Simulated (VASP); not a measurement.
# NaH (Fm-3m) in VASP: relaxation of cell and atoms with r2SCAN

Aim: the relaxation of cell and atoms of NaH with r2SCAN.

Program: VASP 6.6.1. These are calculated values, not measurements. Logs are shortened: lines on timing, memory, paths and dates and some standing lists are left out, and cuts for length are marked.

### Step 1. The cell of the first run

It takes space group Fm-3m (No. 225, cubic). The conventional cell has a = 4.832 Å, b = 4.832 Å, c = 4.832 Å, α = 90.00°, β = 90.00°, γ = 90.00°. Na (site symmetry m-3m) has 6 H at 2.42 Å within 3.2 Å. Within 3.2 Å of H (site symmetry m-3m) lie 6 Na at 2.42 Å.

### Step 2. Relaxation of cell and atoms, r2SCAN

POSCAR

```
NaH
1.0
    0.0000000000      2.4160403265      2.4160403265
    2.4160403265      0.0000000000      2.4160403265
    2.4160403265      2.4160403265      0.0000000000
Na H
1 1
Direct
    0.0000000000      0.0000000000      0.0000000000
    0.5000000000      0.5000000000      0.5000000000
```

INCAR.step1

```
SYSTEM = NaH
PREC = Accurate ; ENCUT = 1250
ISMEAR = -1 ; SIGMA = 0.02
LREAL = .FALSE. ; LASPH = .TRUE.
NELM = 120 ; GGA = PE
ALGO = Normal ; EDIFF = 1E-5
LWAVE = .TRUE. ; LCHARG = .FALSE.
GGA_COMPAT = .FALSE. ; IBRION = 2
ISIF = 3 ; EDIFFG = -0.005
NELMIN = 4 ; NSW = 100
```

INCAR.step2

```
SYSTEM = NaH
PREC = Accurate ; ENCUT = 1250
EDIFF = 1E-7 ; ISMEAR = -1
SIGMA = 0.02 ; LREAL = .FALSE.
LASPH = .TRUE. ; NELM = 120
ALGO = Normal ; ISIF = 3
LWAVE = .FALSE. ; LCHARG = .FALSE.
METAGGA = R2SCAN ; LMIXTAU = .TRUE.
IBRION = 2 ; NSW = 80
EDIFFG = -0.005 ; ISTART = 1
GGA_COMPAT = .FALSE. ; NELMIN = 4
```

KPOINTS

```
regular mesh
0
G
  8 8 8
  0 0 0
```

Potentials or basis: VASP PAW PBE potentials, release 64 (Na_sv, H).

The run is started by

```
$ cat potpaw_PBE.64/Na_sv/POTCAR potpaw_PBE.64/H/POTCAR > POTCAR
$ cp INCAR.step1 INCAR
$ mpirun -np 1 vasp_std > vasp.out
$ cp INCAR.step2 INCAR
$ mpirun -np 1 vasp_std > vasp.out
```

OUTCAR:

```text
SYSTEM = NaH
   PREC = Accurate
   ENCUT = 1250
   EDIFF = 1E-7
   ISMEAR = -1
   LREAL = .FALSE.
   LASPH = .TRUE.
   NELM = 120
   ISIF = 3
   METAGGA = R2SCAN
   IBRION = 2
   NSW = 80
   EDIFFG = -0.005
   ISTART = 1
   NELMIN = 4

 ion  position               nearest neighbor table
   1  0.000  0.000  0.000-
   2  0.500  0.500  0.500-

  LATTYP: Found a face centered cubic cell.
 ALAT       =     4.8320806530

  Lattice vectors:

 A1 = (   0.0000000000,   2.4160403265,   2.4160403265)
 A2 = (   2.4160403265,   0.0000000000,   2.4160403265)
 A3 = (   2.4160403265,   2.4160403265,   0.0000000000)

Analysis of symmetry for initial positions (statically):
=====================================================================
 Subroutine PRICEL returns:
 Original cell was already a primitive cell.

 Routine SETGRP: Setting up the symmetry group for a
 face centered cubic supercell.

 Subroutine GETGRP returns: Found 48 space group operations
 (whereof 48 operations were pure point group operations)
 out of a pool of 48 trial point group operations.

The static configuration has the point symmetry O_h .

Analysis of symmetry for dynamics (positions and initial velocities):
=====================================================================
 Subroutine PRICEL returns:
 Original cell was already a primitive cell.

 Routine SETGRP: Setting up the symmetry group for a
 face centered cubic supercell.

 Subroutine GETGRP returns: Found 48 space group operations
 (whereof 48 operations were pure point group operations)
 out of a pool of 48 trial point group operations.

The dynamic configuration has the point symmetry O_h .

 Subroutine INISYM returns: Found 48 space group operations
 (whereof 48 operations are pure point group operations),
 and found     1 'primitive' translations

----------------------------------------------------------------------------------------

                                     Primitive cell

  volume of cell :      28.2061

  direct lattice vectors                    reciprocal lattice vectors
     0.000000000  2.416040327  2.416040327    -0.206950188  0.206950188  0.206950188
     2.416040327  0.000000000  2.416040327     0.206950188 -0.206950188  0.206950188
     2.416040327  2.416040327  0.000000000     0.206950188  0.206950188 -0.206950188

  length of vectors
     3.416796997  3.416796997  3.416796997     0.358448240  0.358448240  0.358448240

  position of ions in fractional coordinates (direct lattice)
     0.000000000  0.000000000  0.000000000
     0.500000000  0.500000000  0.500000000

  ion indices of the primitive-cell ions
   primitive index   ion index
                 1           1
                 2           2

----------------------------------------------------------------------------------------

 KPOINTS: regular mesh

Automatic generation of k-mesh.
 Grid dimensions read from file:
 generate k-points for:    8    8    8

 Generating k-lattice:

  Cartesian coordinates                     Fractional coordinates (reciprocal lattice)
    -0.025868774  0.025868774  0.025868774     0.125000000  0.000000000  0.000000000
     0.025868774 -0.025868774  0.025868774     0.000000000  0.125000000  0.000000000
     0.025868774  0.025868774 -0.025868774     0.000000000  0.000000000  0.125000000

  Length of vectors
     0.044806030  0.044806030  0.044806030

  Shift w.r.t. Gamma in fractional coordinates (k-lattice)
     0.000000000  0.000000000  0.000000000

 Subroutine IBZKPT returns following result:
 ===========================================

 Found     29 irreducible k-points:

 Following reciprocal coordinates:
            Coordinates               Weight
  0.000000  0.000000  0.000000      1.000000
  0.125000  0.000000  0.000000      8.000000
  0.250000  0.000000  0.000000      8.000000
  0.375000  0.000000  0.000000      8.000000
  0.500000  0.000000  0.000000      4.000000
  0.125000  0.125000  0.000000      6.000000
[... 16 lines left out ...]
  0.500000  0.250000  0.125000     48.000000
 -0.375000  0.250000  0.125000     24.000000
 [... further k-points ...]
   k-points           NKPTS =     29   k-points in BZ     NKDIM =     29   number of bands    NBANDS=      9
   number of dos      NEDOS =    301   number of ions     NIONS =      2
   total plane-waves  NPLWV =  64000
   dimension x,y,z NGX =    40 NGY =   40 NGZ =   40
   dimension x,y,z NGXF=    80 NGYF=   80 NGZF=   80
   ions per type =               1   1
   NGX,Y,Z   is equivalent  to a cutoff of  19.46, 19.46, 19.46 a.u.
   NGXF,Y,Z  is equivalent  to a cutoff of  38.92, 38.92, 38.92 a.u.
 SYSTEM =  NaH
   PREC   = accura    normal or accurate (medium, high low for compatibility)
   ISTART =      1    job   : 0-new  1-cont  2-samecut
   ICHARG =      0    charge: 1-file 2-atom 10-const
   ISPIN  =      1    spin polarized calculation?
   LNONCOLLINEAR =      F non collinear calculations
   LSORBIT =      F    spin-orbit coupling
   LASPH  =      T    aspherical Exc in radial PAW
   ENCUT  = 1250.0 eV  91.87 Ry    9.59 a.u.   9.85  9.85  9.85*2*pi/ulx,y,z
   NELM   =    120;   NELMIN=  4; NELMDL=  0     # of ELM steps
   EDIFF  = 0.1E-06   stopping-criterion for ELM
   LREAL  =      F    real-space projection
   EDIFFG = -.5E-02   stopping-criterion for IOM
   NSW    =     80    number of steps for IOM
   IBRION =      2    ionic relax: 0-MD 1-quasi-New 2-CG
   NFREE  =      1    steps in history (QN), initial steepest desc. (CG)
   ISIF   =      3    stress and relaxation
   ISYM   =      2    0-nonsym 1-usesym 2-fastsym
   POTIM  = 0.5000    time-step for ionic-motion
   TEBEG  =    0.0;   TEEND  =   0.0 temperature during run
   PSTRESS=    0.0 pullay stress
   NELECT =      10.0000    total number of electrons
   NUPDOWN=      -1.0000    fix difference up-down
   EMIN   =  10.00;   EMAX   =-10.00  energy-range for DOS
   EFERMI =   0.00;   METHOD = LEGACY
   ISMEAR =    -1;   SIGMA  =   0.02  broadening in eV -4-tet -1-fermi 0-gaus
   EFERMI_NEDOS =   21; number of points for ismear=-14 and -15
   IALGO  =     38    algorithm
   IMIX   =      4    mixing-type and parameters
     AMIX     =   0.40;   BMIX     =  1.00
     AMIX_MAG =   1.60;   BMIX_MAG =  1.00
  volume/ion in A,a.u.               =      14.10        95.17
  Fermi-wavevector in a.u.,A,eV,Ry     =   1.158672  2.189573 18.266116  1.342522
  Thomas-Fermi vector in A             =   2.295272
   LORBIT       =      0    0 simple, 1 ext, 2 COOP (PROOUT), +10 PAW based schemes
   METAGGA = R2SCAN    functional components
   LHFCALC =     F    Hartree Fock is set to
   AEXX    =    0.0000 exact exchange contribution
   IVDW    =     0    specifies the selected vdW correction
   LEPSILON=     F    determine dielectric tensor
   LRPA    =     F    only Hartree local field effects (RPA)
 conjugate gradient relaxation of ions
 non-spin polarized calculation
  energy-cutoff  :     1250.00
  volume of cell :       28.21
 maximum number of plane-waves:      2874
   NGX = 19   NGY = 19   NGZ = 19

--------------------------------------- Ionic step        1  -------------------------------------------

 number of electron      10.0000003 magnetization

 Free energy of the ion-electron system (eV)
  ---------------------------------------------------
  ext. energy  EPLUGINS =         0.00000000
  ---------------------------------------------------
  free energy    TOTEN  =        -7.58609821 eV

  energy without entropy =       -7.58609821  energy(sigma->0) =       -7.58609821

------------------------ aborting loop because EDIFF is reached ----------------------------------------

  FORCE on cell =-STRESS in cart. coord.  units (eV):
  Direction    XX          YY          ZZ          XY          YZ          ZX
  --------------------------------------------------------------------------------------
  -------------------------------------------------------------------------------------
  Total       -0.1045593     -0.1045593     -0.1045593     -0.0000000     -0.0000000      0.0000000
  in kB       -5.9392373     -5.9392373     -5.9392373     -0.0000000     -0.0000000      0.0000000
  external PRESSURE =      -5.9392373 kB  Pullay stress =       0.0000000 kB
[... 57 lines left out ...]
  energy  without entropy=       -7.5867722387  energy(sigma->0) =       -7.58677224

--------------------------------------- Ionic step        3  -------------------------------------------

 number of electron      10.0000002 magnetization

 Free energy of the ion-electron system (eV)
  ---------------------------------------------------
  ext. energy  EPLUGINS =         0.00000000
  ---------------------------------------------------
  free energy    TOTEN  =        -7.58738612 eV

  energy without entropy =       -7.58738612  energy(sigma->0) =       -7.58738612

 E-fermi :  -0.4670     XC(G=0):  -8.0189

 val. band max:       -1.0109223545   @ k =  -0.2500   0.5000   0.2500
 cond. band min:       3.3922620049   @ k =   0.5000   0.0000   0.0000
 fundamental gap:      4.4031843594
 Fermi energy:        -0.4669595994

 k-point     1 :       0.0000    0.0000    0.0000
  band No.  band energies     occupation
      1     -53.4732      2.00000
      2     -23.8547      2.00000
      3     -23.8547      2.00000
      4     -23.8547      2.00000
      5      -4.6556      2.00000
      6      10.6219      0.00000
      7      15.7846      0.00000
      8      15.7846      0.00000
      9      15.7846      0.00000
[... 265 lines left out ...]
 k-point    24 :      -0.3750    0.2500    0.1250
  band No.  band energies     occupation
      1     -53.4654      2.00000
      2     -23.9360      2.00000
      3     -23.8895      2.00000
      4     -23.8737      2.00000
      5      -1.4956      2.00000
      6       4.1963      0.00000
      7       7.5573      0.00000
      8      10.9727      0.00000
      9      15.1879      0.00000

 [... further k-points ...]
[... 5 lines left out ...]
  --------------------------------------------------------------------------------------
  -------------------------------------------------------------------------------------
  Total       -0.0062788     -0.0062788     -0.0062788      0.0000000      0.0000000     -0.0000000
  in kB       -0.3649854     -0.3649854     -0.3649854      0.0000000      0.0000000     -0.0000000
  external PRESSURE =      -0.3649854 kB  Pullay stress =       0.0000000 kB
[... 17 lines left out ...]
  FREE ENERGIE OF THE ION-ELECTRON SYSTEM (eV)
  ---------------------------------------------------
  free  energy   TOTEN  =        -7.5873861152 eV

  energy  without entropy=       -7.5873861152  energy(sigma->0) =       -7.58738612

 reached required accuracy - stopping structural energy minimisation
```

Run time: 1.9 min. Hardware: 1 thread of Intel Xeon 6975P-C (Granite Rapids), shared host; peak memory 0.26 GiB.

What came out:

- Free energy: -7.5874 eV
- Relaxed volume: 13.78 Å³/atom
- Relaxed cell: a = 3.391 Å, b = 3.391 Å, c = 3.391 Å, α = 60.00°, β = 60.00°, γ = 60.00°
- Space group after relaxing (to 0.1 Å): Fm-3m (No. 225)
- Energy gained by relaxing: 0.6 meV/atom
- Ionic steps: 3
- Pressure after relaxing: 0.0 GPa
- Band gap on the k mesh: 4.40 eV (least direct gap 5.27 eV)

The path:
```tsv
step	energy change (eV)	largest force (eV/Å)	pressure (GPa)	volume (Å³)
1	0.0000	0.0000	-0.59	28.21
2	-0.0007	0.0000	-0.42	27.99
3	-0.0013	0.0000	-0.04	27.56
```

Final structure:
```xyz
2
Lattice="0.0000 2.3975 2.3975 2.3975 0.0000 2.3975 2.3975 2.3975 0.0000" Properties=species:S:1:pos:R:3 pbc="T T T"
Na    0.0000    0.0000    0.0000
H     2.3975    2.3975    2.3975
```

Levels at points of the mesh, in eV from the valence-band top:
```csv
k point,band 2,band 3,band 4,band 5,band 6,band 7,band 8,band 9
"(0.00, 0.00, 0.00)",-22.84,-22.84,-22.84,-3.64,11.63,16.80,16.80,16.80
"(0.50, 0.00, 0.00)",-22.94,-22.85,-22.85,-0.86,4.40,11.84,14.24,14.24
"(0.50, 0.50, 0.00)",-22.93,-22.88,-22.88,-0.17,5.22,10.94,11.52,11.52
```

Caveat: the PAW data sets were made with another functional, which shifts forces and pressure a little.
